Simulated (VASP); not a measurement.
Write the native input for VASP 6.6.1 that does the following.

```yaml
Task: single point
Functional: LDA
Potentials_or_basis: VASP PAW LDA potentials, release 64 (Mg, Se)
Cutoff: 600 eV
k_mesh: 8 × 8 × 8
Occupations: gaussian, width 0.02 eV
Spin: no spin polarisation
Dipole_correction: no
Further_INCAR_settings: ALGO = Normal; EDIFF = 1e-06; NBANDS = 11
```

The structure of MgSe lies in POSCAR:

```
MgSe
1.0
    0.0000000000      2.6960734128      2.6960734128
    2.6960734128      0.0000000000      2.6960734128
    2.6960734128      2.6960734128      0.0000000000
Mg Se
1 1
Direct
    0.0000000000      0.0000000000      0.0000000000
    0.5000000000      0.5000000000      0.5000000000
```

These files were run (other wordings do the same):

INCAR

```
ALGO     = Normal         # electronic algorithm
EDIFF    = 1E-6           # SCF threshold, eV
ENCUT    = 600            # plane-wave cutoff, eV
GGA_COMPAT= False        
ISIF     = 2              # what is computed and relaxed
ISMEAR   = 0              # smearing method
LASPH    = True           # aspherical terms in the spheres
LCHARG   = True           # write CHGCAR
LELF     = True           # ELF
LREAL    = False          # projectors in reciprocal space
LVHAR    = True         
LWAVE    = False          # write WAVECAR
NBANDS   = 11             # bands
NELM     = 120            # most SCF steps
PREC     = Accurate       # precision mode
SIGMA    = 0.02           # smearing width, eV
```

KPOINTS

```
k-points
0
Gamma
  8 8 8
```

Potentials or basis: VASP PAW LDA potentials, release 64 (Mg, Se).

The run is started by

```bash
$ cat potpaw_LDA.64/Mg/POTCAR potpaw_LDA.64/Se/POTCAR > POTCAR
$ mpirun -np 1 vasp_std > vasp.out
```

Results of the run:

| Property | Result |
| --- | --- |
| Pressure | -0.3 GPa |
| Band gap on the k mesh | 1.70 eV, indirect (least direct gap 2.62 eV) |

Wall time 12 s on 1 thread of Intel Xeon 6975P-C, with other jobs on the host, peak memory 0.15 GiB.
